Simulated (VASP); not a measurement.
# Ru (Fm-3m) in VASP: a series of runs, part 2 of 2

VASP 6.6.1. Earlier steps stand in the parts before.

## Step 4: Single point, PBEsol

This run uses another cell than the first one, of 14.29 Å³/atom, 1.071 times its volume.

INCAR reads:

```
ALGO = Normal
EDIFF = 1E-6
ENCUT = 520
GGA = PS
ISIF = 2
ISMEAR = 0
LASPH = True
LCHARG = False
LREAL = False
LWAVE = False
NBANDS = 13
NELM = 100
PREC = Accurate
SIGMA = 0.1
```

KPOINTS reads:

```
k-points
0
Gamma
  8 8 8
```

POSCAR reads:

```
Ru
1.0
    0.0000000000      1.9261309566      1.9261309566
    1.9261309566      0.0000000000      1.9261309566
    1.9261309566      1.9261309566      0.0000000000
Ru
1
Direct
    0.0000000000      0.0000000000      0.0000000000
```

Potentials or basis: VASP PAW PBE potentials, release 64 (Ru_pv).

Launch:

```sh
$ cat potpaw_PBE.64/Ru_pv/POTCAR > POTCAR
$ mpirun -np 1 vasp_std > vasp.out
```

OUTCAR:

```text
EDIFF = 1E-6
   ENCUT = 520
   GGA = PS
   ISIF = 2
   ISMEAR = 0
   LASPH = True
   LREAL = False
   NELM = 100
   PREC = Accurate

 ion  position               nearest neighbor table
   1  0.000  0.000  0.000-

  LATTYP: Found a face centered cubic cell.
 ALAT       =     3.8522619132

  Lattice vectors:

 A1 = (   0.0000000000,   1.9261309566,   1.9261309566)
 A2 = (   1.9261309566,   0.0000000000,   1.9261309566)
 A3 = (   1.9261309566,   1.9261309566,   0.0000000000)

Analysis of symmetry for initial positions (statically):
[... 5 lines left out ...]
 face centered cubic supercell.

 Subroutine GETGRP returns: Found 48 space group operations
 (whereof 48 operations were pure point group operations)
 out of a pool of 48 trial point group operations.

The static configuration has the point symmetry O_h .

Analysis of symmetry for dynamics (positions and initial velocities):
[... 5 lines left out ...]
 face centered cubic supercell.

 Subroutine GETGRP returns: Found 48 space group operations
 (whereof 48 operations were pure point group operations)
 out of a pool of 48 trial point group operations.

The dynamic configuration has the point symmetry O_h .

 Subroutine INISYM returns: Found 48 space group operations
[... 145 lines left out ...]
 val. band max:       11.5947459727   @ k =   0.0000   0.0000   0.0000
 cond. band min:      11.7538520123   @ k =   0.2500   0.0000   0.0000
 fundamental gap:      0.1591060396
 Fermi energy:        11.6092499394

 k-point     1 :       0.0000    0.0000    0.0000
  band No.  band energies     occupation
      1     -30.6471      2.00000
      2     -30.6471      2.00000
      3     -30.6471      2.00000
      4       4.0206      2.00000
      5       9.3140      2.00000
      6       9.3140      2.00000
      7       9.3140      2.00000
      8      11.5947      1.16252
      9      11.5947      1.16252
     10      22.1954      0.00000
     11      26.7485      0.00000
     12      32.1900      0.00000
     13      32.1900      0.00000
[... 354 lines left out ...]
  band No.  band energies     occupation
      1     -31.4290      2.00000
      2     -31.0086      2.00000
      3     -30.8462      2.00000
      4       7.1741      2.00000
      5       8.0684      2.00000
      6       9.6491      2.00000
      7      10.4346      2.00000
      8      13.1013      0.00000
      9      17.7304      0.00000
     10      20.7437      0.00000
     11      22.2010      0.00000
     12      27.6428      0.00000
     13      28.5537      0.00000

 [... further k-points ...]
[... 5 lines left out ...]
  --------------------------------------------------------------------------------------
  -------------------------------------------------------------------------------------
  Total       -1.7908591     -1.7908591     -1.7908591      0.0000000      0.0000000      0.0000000
  in kB     -200.7634116   -200.7634116   -200.7634116      0.0000000      0.0000000      0.0000000
  external PRESSURE =    -200.7634116 kB  Pullay stress =       0.0000000 kB

 VOLUME and BASIS-vectors are now :
 -----------------------------------------------------------------------------
  energy-cutoff  :      520.00
  volume of cell :       14.29
      direct lattice vectors                 reciprocal lattice vectors
     0.000000000  1.926130957  1.926130957    -0.259587749  0.259587749  0.259587749
     1.926130957  0.000000000  1.926130957     0.259587749 -0.259587749  0.259587749
     1.926130957  1.926130957  0.000000000     0.259587749  0.259587749 -0.259587749

 POSITION                                       TOTAL-FORCE (eV/Angst)
 -----------------------------------------------------------------------------------
      0.00000      0.00000      0.00000        -0.000000     -0.000000     -0.000000
 -----------------------------------------------------------------------------------
    total drift:                                0.000000     -0.000000      0.000000

  FREE ENERGIE OF THE ION-ELECTRON SYSTEM (eV)
  ---------------------------------------------------
  free  energy   TOTEN  =       -10.0304580069 eV

  energy  without entropy=      -10.0262175314  energy(sigma->0) =      -10.02833777
```

It took 2.7 s on 1 thread of Intel Xeon 6975P-C (Granite Rapids), shared host; peak memory 0.12 GiB.

What came out:

```
Free energy            : -10.0305 eV
Pressure               : -20.1 GPa
Band gap on the k mesh : zero (band 7 reaches 13.81 eV, above the bottom of band 8 at 10.91 eV)
```

Levels at points of the mesh, in eV from the Fermi level:
```tsv
k point	band 3	band 4	band 5	band 6	band 7	band 8	band 9	band 10	band 11	band 12
(0.00, 0.00, 0.00)	-42.26	-7.59	-2.30	-2.30	-2.30	-0.01	-0.01	10.59	15.14	20.58
(0.50, 0.00, 0.00)	-42.38	-5.63	-2.41	-2.41	1.03	1.72	1.72	9.52	10.59	14.71
(0.50, 0.50, 0.00)	-42.59	-5.87	-5.41	1.68	2.20	2.20	3.54	10.58	13.06	13.14
```

Caveat: the PAW data sets were made with another functional, which shifts forces and pressure a little.

## Step 5: Summary

```csv
task,cell,k mesh,cutoff (eV),gap on the mesh (eV),pressure (GPa)
relaxation of cell and atoms,"relaxed from a = 2.662 Å, angles 60.0°, 1 atom",20 × 20 × 20,600,none,0.1
single point,"a = 2.662 Å, angles 60.0°, 1 atom",8 × 8 × 8,520,none,-0.1
single point,"a = 2.724 Å, angles 60.0°, 1 atom",8 × 8 × 8,520,none,-20.1
```

Alike in all rows: level PBEsol; potentials or basis VASP PAW PBE potentials, release 64 (Ru_pv); no spin polarisation; smearing gaussian 0.1 eV.

Caveats: some runs use coarse meshes; the PAW data sets were made with another functional, which shifts forces and pressure a little.

Absolute energies hang on the potentials; compare differences alone.
